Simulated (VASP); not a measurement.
Write the native input for VASP 6.6.1 that does the following.

| Quantity | Value |
| --- | --- |
| Task | single point |
| Functional | PBE |
| Potentials or basis | VASP PAW PBE potentials, release 64 (Cu, S, Au) |
| Cutoff | 520 eV |
| k mesh | 4 × 4 × 4 |
| Occupations | gaussian, width 0.1 eV |
| Spin | no spin polarisation |
| Dipole correction | no |
| Further INCAR settings | ALGO = Normal; EDIFF = 1e-06; NBANDS = 28 |

The structure of CuAuS3 lies in POSCAR:

```
CuAuS3
1.0
    4.5562436338      0.0000000000      0.0000000000
    0.0000000000      4.5562436338      0.0000000000
    0.0000000000      0.0000000000      4.5562436338
Cu S Au
1 3 1
Direct
    0.5000000000      0.5000000000      0.5000000000
    0.0000000000      0.5000000000      0.5000000000
    0.5000000000      0.0000000000      0.5000000000
    0.5000000000      0.5000000000      0.0000000000
    0.0000000000      0.0000000000      0.0000000000
```

These files were run (other wordings do the same):

INCAR

```
PREC = Accurate
ENCUT = 520
EDIFF = 1E-6
ISMEAR = 0
SIGMA = 0.1
LREAL = False
LASPH = True
NELM = 60
ALGO = Normal
ISIF = 2
LWAVE = False
LCHARG = True
GGA = PE
LELF = True
LVHAR = True
NBANDS = 28
```

KPOINTS

```
regular mesh
0
Gamma
  4 4 4
```

Potentials or basis: VASP PAW PBE potentials, release 64 (Cu, S, Au).

Launch:

```sh
$ cat potpaw_PBE.64/Cu/POTCAR potpaw_PBE.64/S/POTCAR potpaw_PBE.64/Au/POTCAR > POTCAR
$ mpirun -np 1 vasp_std > vasp.out
```

Results of the run:

```json
{"Pressure": "0.3 GPa", "Band gap on the k mesh": "zero (bands 20 and 21 overlap by 1.01 eV)"}
```

Caveat: spin-orbit coupling is left out, which moves the levels of the heavy elements.

Wall time 26 s on 1 thread of Intel(R) Xeon(R) Platinum 8488C (Sapphire Rapids) (shared host), peak memory 0.21 GiB.
